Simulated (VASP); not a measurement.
# Mo (Im-3m) in VASP: a series of runs, part 2 of 2

VASP 6.6.1.

**5. Relaxation of cell and atoms, revPBE+D3(BJ)**

The input, INCAR:

```
SYSTEM = Mo
PREC = Accurate
ENCUT = 600
EDIFF = 1E-6
ISMEAR = -1
SIGMA = 0.05
LREAL = .False.
LASPH = .True.
NELM = 60
ALGO = Normal
ISIF = 3
LWAVE = .False.
LCHARG = .False.
GGA = RE
IVDW = 12
IBRION = 2
NSW = 80
EDIFFG = -0.005
```

The input, KPOINTS:

```
regular mesh
0
Gamma
  12 12 12
  0 0 0
```

The input, POSCAR:

```
Mo
1.0
   -1.5838089719      1.5838089719      1.5838089719
    1.5838089719     -1.5838089719      1.5838089719
    1.5838089719      1.5838089719     -1.5838089719
Mo
1
Direct
    0.0000000000      0.0000000000      0.0000000000
```

Potentials or basis: VASP PAW PBE potentials, release 64 (Mo_sv).

The run is started by

```bash
$ cat potpaw_PBE.64/Mo_sv/POTCAR > POTCAR
$ mpirun -np 1 vasp_std > vasp.out
```

OUTCAR:

```text
SYSTEM = Mo
   PREC = Accurate
   ENCUT = 600
   EDIFF = 1E-6
   ISMEAR = -1
   LREAL = .False.
   LASPH = .True.
   NELM = 60
   ISIF = 3
   GGA = RE
   IVDW = 12
   IBRION = 2
   NSW = 80
   EDIFFG = -0.005
 IVDW          = 12

 ion  position               nearest neighbor table
   1  0.000  0.000  0.000-

  LATTYP: Found a body centered cubic cell.
 ALAT       =     3.1676179438

  Lattice vectors:

 A1 = (  -1.5838089719,   1.5838089719,   1.5838089719)
 A2 = (   1.5838089719,  -1.5838089719,   1.5838089719)
 A3 = (   1.5838089719,   1.5838089719,  -1.5838089719)

Analysis of symmetry for initial positions (statically):
=====================================================================
 Subroutine PRICEL returns:
 Original cell was already a primitive cell.

 Routine SETGRP: Setting up the symmetry group for a
 body centered cubic supercell.

 Subroutine GETGRP returns: Found 48 space group operations
 (whereof 48 operations were pure point group operations)
 out of a pool of 48 trial point group operations.

The static configuration has the point symmetry O_h .

Analysis of symmetry for dynamics (positions and initial velocities):
=====================================================================
[... 150 lines left out ...]

 Free energy of the ion-electron system (eV)
  ---------------------------------------------------
  ext. energy  EPLUGINS =         0.00000000
  ---------------------------------------------------
  free energy    TOTEN  =       -10.49921965 eV

  energy without entropy =      -10.49663989  energy(sigma->0) =      -10.49792977

------------------------ aborting loop because EDIFF is reached ----------------------------------------

 Edisp (eV)   -1.30960

 E8    (eV) :    -0.9478
[... 225 lines left out ...]
--------------------------------------- Ionic step        7  -------------------------------------------

 number of electron      13.9999999 magnetization

 Free energy of the ion-electron system (eV)
  ---------------------------------------------------
  ext. energy  EPLUGINS =         0.00000000
  ---------------------------------------------------
  free energy    TOTEN  =       -10.46083630 eV

  energy without entropy =      -10.45862323  energy(sigma->0) =      -10.45972977

 E-fermi :  13.1406     XC(G=0): -13.5356

 val. band max:       13.0567437758   @ k =  -0.1667   0.2500   0.0833
 cond. band min:      13.1838985300   @ k =   0.5000   0.5000   0.0833
 fundamental gap:      0.1271547543
 Fermi energy:        13.1405845379

 k-point     1 :       0.0000    0.0000    0.0000
  band No.  band energies     occupation
      1     -48.1058      2.00000
      2     -21.2911      2.00000
      3     -21.2911      2.00000
      4     -21.2911      2.00000
      5       5.8639      2.00000
      6      11.7628      2.00000
      7      11.7628      2.00000
      8      11.7628      2.00000
      9      14.9195      0.00000
     10      14.9195      0.00000
     11      28.0702      0.00000
[... 309 lines left out ...]
 k-point    24 :       0.4167    0.0833    0.0833
  band No.  band energies     occupation
      1     -47.7966      2.00000
      2     -22.7437      2.00000
      3     -21.8591      2.00000
      4     -21.4101      2.00000
      5       8.2737      2.00000
      6       9.6306      2.00000
      7      13.5964      0.00022
      8      15.1377      0.00000
      9      15.6582      0.00000
     10      19.8376      0.00000
     11      24.7516      0.00000

 [... further k-points ...]

------------------------ aborting loop because EDIFF is reached ----------------------------------------

 Edisp (eV)   -1.38088

 E8    (eV) :    -0.9999
[... 24 lines left out ...]
  FREE ENERGIE OF THE ION-ELECTRON SYSTEM (eV)
  ---------------------------------------------------
  free  energy   TOTEN  =       -11.8417189426 eV

  energy  without entropy=      -11.8395058764  energy(sigma->0) =      -11.84061241

 reached required accuracy - stopping structural energy minimisation
```

OSZICAR:

```text
N       E                     dE             d eps       ncg     rms          rms(c)
DAV:   1     0.101132053768E+03    0.10113E+03   -0.89505E+03  1592   0.145E+03
[... 50 lines left out ...]
   6 F= -.11841695E+02 E0= -.11840582E+02  d E =0.204294E-04
       N       E                     dE             d eps       ncg     rms          rms(c)
DAV:   1    -0.104611762687E+02    0.16928E-02   -0.88223E-03  1650   0.135E+00    0.214E-01
DAV:   2    -0.104608558000E+02    0.32047E-03   -0.65194E-04  1638   0.327E-01    0.374E-02
DAV:   3    -0.104608303200E+02    0.25480E-04   -0.10938E-04  1686   0.131E-01    0.328E-02
DAV:   4    -0.104608362034E+02   -0.58834E-05   -0.16529E-06  1359   0.160E-02    0.157E-03
DAV:   5    -0.104608362995E+02   -0.96122E-07   -0.22291E-07   810   0.610E-03
   7 F= -.11841719E+02 E0= -.11840612E+02  d E =-.361673E-05
```

Wall time 52 s (1 thread of Intel Xeon Platinum 8259CL at 2.50GHz (Skylake/Cascade Lake), shared host); peak memory 0.17 GiB.

Results:

```yaml
Free_energy: -11.8417 eV
Relaxed_volume: 15.11 Å³/atom
Relaxed_cell: a = 2.698 Å, b = 2.698 Å, c = 2.698 Å, α = 109.47°, β = 109.47°, γ = 109.47°
Space_group_after_relaxing_to_0.05_Å: Im-3m (No. 229)
Energy_gained_by_relaxing: 32.9 meV/atom
Ionic_steps: 7
Pressure_after_relaxing: 0.0 GPa
Band_gap_on_the_k_mesh: zero (band 7 reaches 17.36 eV, above the bottom of band 8 at 11.76 eV)
Dispersion_energy_per_atom: -1.381 eV
```

The path:
| step | energy change (eV) | largest force (eV/Å) | pressure (GPa) | volume (Å³) |
| --- | --- | --- | --- | --- |
| 1 | 0.0000 | 0.0000 | -12.95 | 15.89 |
| 2 | 0.2711 | 0.0000 | 54.82 | 13.12 |
| 3 | -0.0328 | 0.0000 | -0.91 | 15.16 |
| 4 | -0.0329 | 0.0000 | -0.14 | 15.12 |
| 5 | -0.0329 | 0.0000 | 0.16 | 15.11 |
| 6 | -0.0329 | 0.0000 | -0.30 | 15.13 |
| 7 | -0.0329 | 0.0000 | 0.03 | 15.11 |

Final structure:
```cif
data_structure
_symmetry_space_group_name_H-M 'P 1'
_symmetry_Int_Tables_number 1
_cell_length_a 2.6977
_cell_length_b 2.6977
_cell_length_c 2.6977
_cell_angle_alpha 109.471
_cell_angle_beta 109.471
_cell_angle_gamma 109.471
_cell_volume 15.11
loop_
_atom_site_label
_atom_site_type_symbol
_atom_site_fract_x
_atom_site_fract_y
_atom_site_fract_z
_atom_site_occupancy
Mo1 Mo 0.00000 0.00000 0.00000 1
```

Caveat: the PAW data sets were made with another functional, which shifts forces and pressure a little; pairwise dispersion overbinds metals, which lowers pressure and volume.

**6. Summary**

| level | gap on the mesh (eV) | pressure (GPa) | relaxed volume (Å³/atom) |
| --- | --- | --- | --- |
| BLYP | none | 0.0 | 16.46 |
| PBEsol+D4 | none | -0.1 | 15.17 |
| PBE+D4 | none | 0.0 | 15.46 |
| revPBE+D3(BJ) | none | 0.0 | 15.11 |

Alike in all rows: task relaxation of cell and atoms; potentials or basis VASP PAW PBE potentials, release 64 (Mo_sv); no spin polarisation; cell relaxed; k mesh 12 × 12 × 12; cutoff (eV) 600; smearing fermi-dirac 0.05 eV.

Caveats: the PAW data sets were made with another functional, which shifts forces and pressure a little (some runs); pairwise dispersion overbinds metals, which lowers pressure and volume (some runs).

Absolute energies hang on the potentials; compare differences alone.
